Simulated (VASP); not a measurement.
GaP, 2 atoms in the cell. Symmetry: I-4m2, No. 119, tetragonal system. The conventional cell has a = 3.816 Å, b = 3.816 Å, c = 5.450 Å, α = 90.00°, β = 90.00°, γ = 90.00°. Within 3.1 Å of Ga (site symmetry -4m2) lie 4 P at 2.34 Å. Within 3.1 Å of P (site symmetry -4m2) lie 4 Ga at 2.34 Å. 

| Quantity | Value |
| --- | --- |
| Program | VASP 6.6.1 |
| Task | single point |
| Functional | PBE |
| Potentials or basis | VASP PAW PBE potentials, release 64 (Ga_d, P) |
| Cutoff | 500 eV |
| k mesh | 6 × 6 × 6 |
| Occupations | gaussian, width 0.02 eV |
| Spin | no spin polarisation |
| Dipole correction | no |
| Further INCAR settings | ALGO = Normal; EDIFF = 1e-06; NBANDS = 16 |

Potentials or basis: VASP PAW PBE potentials, release 64 (Ga_d, P).

Launch:

```console
$ cat potpaw_PBE.64/Ga_d/POTCAR potpaw_PBE.64/P/POTCAR > POTCAR
$ mpirun -np 1 vasp_std > vasp.out
```

Hardware: 1 thread of Intel Xeon 8259CL (shared host).

**Question.** How long does it take, and how much memory?

**Answer.** Wall time 45 s on 1 thread of Intel Xeon 8259CL, with other jobs on the host, peak memory 0.16 GiB. Counts: scf iterations 12, k points 30.
